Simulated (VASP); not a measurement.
Wanted: the native input for a VASP 6.6.1 run.

| Property | Result |
| --- | --- |
| Task | single point |
| Functional | PBE |
| Potentials or basis | VASP PAW PBE potentials, release 64 (Li_sv) |
| Cutoff | 520 eV |
| k mesh | 11 × 11 × 11 |
| Occupations | fermi-dirac, width 0.05 eV |
| Spin | no spin polarisation |
| Dipole correction | no |
| Further INCAR settings | ALGO = Normal; EDIFF = 1e-07; NBANDS = 10 |

The structure of Li lies in POSCAR:

```
Li
1.0
    0.0000000000      2.5516734519      2.5516734519
    2.5516734519      0.0000000000      2.5516734519
    2.5516734519      2.5516734519      0.0000000000
Li
2
Direct
   -0.1250000000     -0.1250000000     -0.1250000000
    0.1250000000      0.1250000000      0.1250000000
```

This cell differs from its parent crystal: volume scaled by 0.65.

One way to write it, as run:

INCAR

```
ALGO = Normal
EDIFF = 1E-7
ENCUT = 520
GGA = PE
ISIF = 2
ISMEAR = -1
LASPH = T
LCHARG = F
LREAL = F
LWAVE = F
NBANDS = 10
NELM = 80
PREC = Accurate
SIGMA = 0.05
```

KPOINTS

```
k-points
0
Gamma
  11 11 11
```

Potentials or basis: VASP PAW PBE potentials, release 64 (Li_sv).

The run is started by

```bash
$ cat potpaw_PBE.64/Li_sv/POTCAR > POTCAR
$ mpirun -np 1 vasp_std > vasp.out
```

It gave:

```
Band gap on the k mesh : 0.09 eV, direct
```

Wall time 24 s on 1 thread of AMD EPYC 7R43 64-Core Processor (Zen 3), on a shared host, peak memory 0.12 GiB.
